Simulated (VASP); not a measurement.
# Be2Se (P4_2/mnm) in VASP: single point with PBE

Aim: the single point of Be2Se with PBE.

Program: VASP 6.6.1. These are calculated values, not measurements. Logs are shortened: lines on timing, memory, paths and dates and some standing lists are left out, and cuts for length are marked.

**1. The cell of the first run**

The structure is tetragonal, space group P4_2/mnm (No. 136). Conventional cell: a = 5.393 Å, b = 5.393 Å, c = 3.429 Å, α = 90.00°, β = 90.00°, γ = 90.00°. Within 2.9 Å of Be (site symmetry m2m) lie 3 Se at 2.20 to 2.35 Å. Se (site symmetry mmm) has 6 Be at 2.20 to 2.35 Å within 2.9 Å.

The cell was built from a structure type or drawn by symmetry, and may not be a known phase.

**2. Single point, PBE**

Contents of INCAR:

```
SYSTEM = Be2Se
ALGO = Normal ; EDIFF = 1E-6
ENCUT = 600 ; GGA = PE
GGA_COMPAT = .FALSE. ; ISIF = 2
ISMEAR = 0 ; LASPH = .TRUE.
LCHARG = .FALSE. ; LREAL = .FALSE.
LWAVE = .FALSE. ; NBANDS = 19
NELM = 120 ; PREC = Accurate
SIGMA = 0.2
```

Contents of KPOINTS:

```
k-points
0
G
  3 3 5
  0 0 0
```

Contents of POSCAR:

```
Be2Se
1.0
    5.3927753520      0.0000000000      0.0000000000
    0.0000000000      5.3927753520      0.0000000000
    0.0000000000      0.0000000000      3.4287715254
Be Se
4 2
Direct
    0.2887173364      0.2887173364      0.0000000000
    0.2112826636      0.7887173364      0.5000000000
    0.7112826636      0.7112826636      0.0000000000
    0.7887173364      0.2112826636      0.5000000000
    0.0000000000      0.0000000000      0.0000000000
    0.5000000000      0.5000000000      0.5000000000
```

Potentials or basis: VASP PAW PBE potentials, release 64 (Be, Se).

Command:

```sh
cat potpaw_PBE.64/Be/POTCAR potpaw_PBE.64/Se/POTCAR > POTCAR
mpirun -np 1 vasp_std > vasp.out
```

OUTCAR:

```text
SYSTEM = Be2Se
   EDIFF = 1E-6
   ENCUT = 600
   GGA = PE
   ISIF = 2
   ISMEAR = 0
   LASPH = .TRUE.
   LREAL = .FALSE.
   NELM = 120
   PREC = Accurate

 ion  position               nearest neighbor table
   1  0.289  0.289  0.000-   5 2.20   6 2.35   6 2.35
   2  0.211  0.789  0.500-   6 2.20   5 2.35   5 2.35
   3  0.711  0.711  0.000-   5 2.20   6 2.35   6 2.35
   4  0.789  0.211  0.500-   6 2.20   5 2.35   5 2.35
   5  0.000  0.000  0.000-   1 2.20   3 2.20   2 2.35   4 2.35   2 2.35   4 2.35
   6  0.500  0.500  0.500-   2 2.20   4 2.20   3 2.35   1 2.35   1 2.35   3 2.35

  LATTYP: Found a simple tetragonal cell.
 ALAT       =     5.3927753520
 C/A-ratio  =     0.6358083364

  Lattice vectors:

 A1 = (   5.3927753520,   0.0000000000,   0.0000000000)
 A2 = (   0.0000000000,   5.3927753520,   0.0000000000)
 A3 = (   0.0000000000,   0.0000000000,   3.4287715254)

Analysis of symmetry for initial positions (statically):
=====================================================================
 Subroutine PRICEL returns:
 Original cell was already a primitive cell.

 Routine SETGRP: Setting up the symmetry group for a
 simple tetragonal supercell.

 Subroutine GETGRP returns: Found 16 space group operations
 (whereof  8 operations were pure point group operations)
 out of a pool of 16 trial point group operations.

The static configuration has the point symmetry D_2h.
 The point group associated with its full space group is D_4h.

Analysis of symmetry for dynamics (positions and initial velocities):
=====================================================================
 Subroutine PRICEL returns:
 Original cell was already a primitive cell.

 Routine SETGRP: Setting up the symmetry group for a
 simple tetragonal supercell.

 Subroutine GETGRP returns: Found 16 space group operations
 (whereof  8 operations were pure point group operations)
 out of a pool of 16 trial point group operations.

The dynamic configuration has the point symmetry D_2h.
 The point group associated with its full space group is D_4h.

 Subroutine INISYM returns: Found 16 space group operations
 (whereof  8 operations are pure point group operations),
[... 84 lines left out ...]
   LSORBIT =      F    spin-orbit coupling
   LASPH  =      T    aspherical Exc in radial PAW
   ENCUT  =  600.0 eV  44.10 Ry    6.64 a.u.  10.77 10.77  6.85*2*pi/ulx,y,z
   NELM   =    120;   NELMIN=  2; NELMDL= -5     # of ELM steps
   EDIFF  = 0.1E-05   stopping-criterion for ELM
   LREAL  =      F    real-space projection
   EDIFFG = 0.1E-04   stopping-criterion for IOM
   NSW    =      0    number of steps for IOM
   IBRION =     -1    ionic relax: 0-MD 1-quasi-New 2-CG
   NFREE  =      0    steps in history (QN), initial steepest desc. (CG)
   ISIF   =      2    stress and relaxation
   ISYM   =      2    0-nonsym 1-usesym 2-fastsym
   POTIM  = 0.5000    time-step for ionic-motion
   TEBEG  =    0.0;   TEEND  =   0.0 temperature during run
   PSTRESS=    0.0 pullay stress
   NELECT =      20.0000    total number of electrons
   NUPDOWN=      -1.0000    fix difference up-down
   EMIN   =  10.00;   EMAX   =-10.00  energy-range for DOS
   EFERMI =   0.00;   METHOD = LEGACY
   ISMEAR =     0;   SIGMA  =   0.20  broadening in eV -4-tet -1-fermi 0-gaus
   EFERMI_NEDOS =   21; number of points for ismear=-14 and -15
   IALGO  =     38    algorithm
   IMIX   =      4    mixing-type and parameters
     AMIX     =   0.40;   BMIX     =  1.00
     AMIX_MAG =   1.60;   BMIX_MAG =  1.00
  volume/ion in A,a.u.               =      16.62       112.15
  Fermi-wavevector in a.u.,A,eV,Ry     =   0.958290  1.810906 12.494506  0.918320
  Thomas-Fermi vector in A             =   2.087384
   LORBIT       =      0    0 simple, 1 ext, 2 COOP (PROOUT), +10 PAW based schemes
   GGA     = PE    functional components
   LHFCALC =     F    Hartree Fock is set to
   AEXX    =    0.0000 exact exchange contribution
   IVDW    =     0    specifies the selected vdW correction
   LEPSILON=     F    determine dielectric tensor
   LRPA    =     F    only Hartree local field effects (RPA)
 non-spin polarized calculation
 Gauss-broadening in eV      SIGMA  =   0.20
  energy-cutoff  :      600.00
  volume of cell :       99.72
 maximum number of plane-waves:      3361
 NGX is ok and might be reduce to    48
   NGX = 21   NGY = 21   NGZ = 13

 number of electron      19.9999998 magnetization

 Free energy of the ion-electron system (eV)
  ---------------------------------------------------
  ext. energy  EPLUGINS =         0.00000000
  ---------------------------------------------------
  free energy    TOTEN  =       -17.17482737 eV

  energy without entropy =      -17.08229610  energy(sigma->0) =      -17.12856173

 E-fermi :   4.7746     XC(G=0):  -9.2298

 val. band max:        4.7494176913   @ k =   0.3333   0.3333   0.4000
 cond. band min:       4.7984740827   @ k =   0.0000   0.0000   0.0000
 fundamental gap:      0.0490563915
 Fermi energy:         4.7745502786

 k-point     1 :       0.0000    0.0000    0.0000
  band No.  band energies     occupation
      1     -11.2882      2.00000
      2     -10.6963      2.00000
      3      -2.5532      2.00000
      4      -2.5532      2.00000
      5      -0.7077      2.00000
      6      -0.7077      2.00000
[... 175 lines left out ...]
      6      -1.5472      2.00000
[... 11 lines left out ...]
     18       9.4826      0.00000
     19       9.9865      0.00000

------------------------ aborting loop because EDIFF is reached ----------------------------------------

  FORCE on cell =-STRESS in cart. coord.  units (eV):
  Direction    XX          YY          ZZ          XY          YZ          ZX
  --------------------------------------------------------------------------------------
  -------------------------------------------------------------------------------------
  Total        0.4012274      0.4012274     -0.4180697     -0.0000000      0.0000000      0.0000000
  in kB        6.4467073      6.4467073     -6.7173197     -0.0000000      0.0000000      0.0000000
  external PRESSURE =       2.0586983 kB  Pullay stress =       0.0000000 kB

 VOLUME and BASIS-vectors are now :
 -----------------------------------------------------------------------------
  energy-cutoff  :      600.00
  volume of cell :       99.72
      direct lattice vectors                 reciprocal lattice vectors
     5.392775352  0.000000000  0.000000000     0.185433276  0.000000000  0.000000000
     0.000000000  5.392775352  0.000000000     0.000000000  0.185433276  0.000000000
     0.000000000  0.000000000  3.428771525     0.000000000  0.000000000  0.291649646

 POSITION                                       TOTAL-FORCE (eV/Angst)
 -----------------------------------------------------------------------------------
      1.55699      1.55699      0.00000         0.046770      0.046770     -0.000000
      1.13940      4.25338      1.71439        -0.046770      0.046770     -0.000000
      3.83579      3.83579      0.00000        -0.046770     -0.046770      0.000000
      4.25338      1.13940      1.71439         0.046770     -0.046770      0.000000
      0.00000      0.00000      0.00000        -0.000000      0.000000      0.000000
      2.69639      2.69639      1.71439        -0.000000      0.000000      0.000000
 -----------------------------------------------------------------------------------
    total drift:                                0.000000     -0.000000      0.000000

  FREE ENERGIE OF THE ION-ELECTRON SYSTEM (eV)
  ---------------------------------------------------
  free  energy   TOTEN  =       -17.1748273673 eV

  energy  without entropy=      -17.0822961020  energy(sigma->0) =      -17.12856173
```

OSZICAR:

```text
N       E                     dE             d eps       ncg     rms          rms(c)
DAV:   1     0.604805372023E+02    0.60481E+02   -0.84827E+03   342   0.984E+02
DAV:   2    -0.113982917200E+02   -0.71879E+02   -0.68539E+02   440   0.153E+02
DAV:   3    -0.171180848245E+02   -0.57198E+01   -0.55848E+01   478   0.445E+01
DAV:   4    -0.171930521318E+02   -0.74967E-01   -0.74817E-01   436   0.542E+00
DAV:   5    -0.171938612019E+02   -0.80907E-03   -0.80882E-03   456   0.601E-01    0.787E+00
DAV:   6    -0.171723633855E+02    0.21498E-01   -0.31397E-02   412   0.780E-01    0.471E+00
DAV:   7    -0.171750221710E+02   -0.26588E-02   -0.44707E-02   378   0.996E-01    0.175E-01
DAV:   8    -0.171747002877E+02    0.32188E-03   -0.32587E-03   420   0.280E-01    0.752E-02
DAV:   9    -0.171748278850E+02   -0.12760E-03   -0.27871E-04   424   0.945E-02    0.254E-02
DAV:  10    -0.171748272782E+02    0.60680E-06   -0.20878E-05   460   0.208E-02    0.905E-03
DAV:  11    -0.171748273673E+02   -0.89117E-07   -0.23603E-06   376   0.818E-03
   1 F= -.17174827E+02 E0= -.17128562E+02  d E =-.925313E-01
```

stdout:

```text
POSCAR found type information on POSCAR BeSe
 POSCAR found :  2 types and       6 ions
 scaLAPACK will be used
 LDA part: xc-table for (Slater+PW92), standard interpolation
 POSCAR, INCAR and KPOINTS ok, starting setup
 FFT: planning ... GRIDC
 FFT: planning ... GRID_SOFT
 FFT: planning ... GRID
 WAVECAR not read
 entering main loop
```

It took 34 s on 1 thread of Intel Xeon 8259CL, shared host; peak memory 0.24 GiB.

What came out:

- Free energy: -17.1748 eV
- Pressure: 0.2 GPa
- Largest force: 0.066 eV/Å
- Band gap on the k mesh: zero (bands 10 and 11 overlap by 0.52 eV)

Forces on the atoms (eV/Å):
```
Be   0.047  0.047  0.000
Be  -0.047  0.047  0.000
Be  -0.047 -0.047  0.000
Be   0.047 -0.047  0.000
Se   0.000  0.000  0.000
Se   0.000  0.000  0.000
```

Stress tensor (GPa, compression positive):
```
 0.64  0.00  0.00
 0.00  0.64  0.00
 0.00  0.00 -0.67
```

Levels at points of the mesh, in eV from the Fermi level:
| k point | band 6 | band 7 | band 8 | band 9 | band 10 | band 11 | band 12 | band 13 | band 14 | band 15 |
| --- | --- | --- | --- | --- | --- | --- | --- | --- | --- | --- |
| (0.00, 0.00, 0.00) | -5.48 | -4.06 | -2.81 | -2.72 | -2.02 | 0.02 | 1.77 | 1.80 | 3.11 | 3.11 |

Caveat: the k points lie up to 0.39 Å⁻¹ apart, too coarse for converged energies and pressures of a metal; semilocal functionals underestimate gaps, so a narrow gap can read as zero.
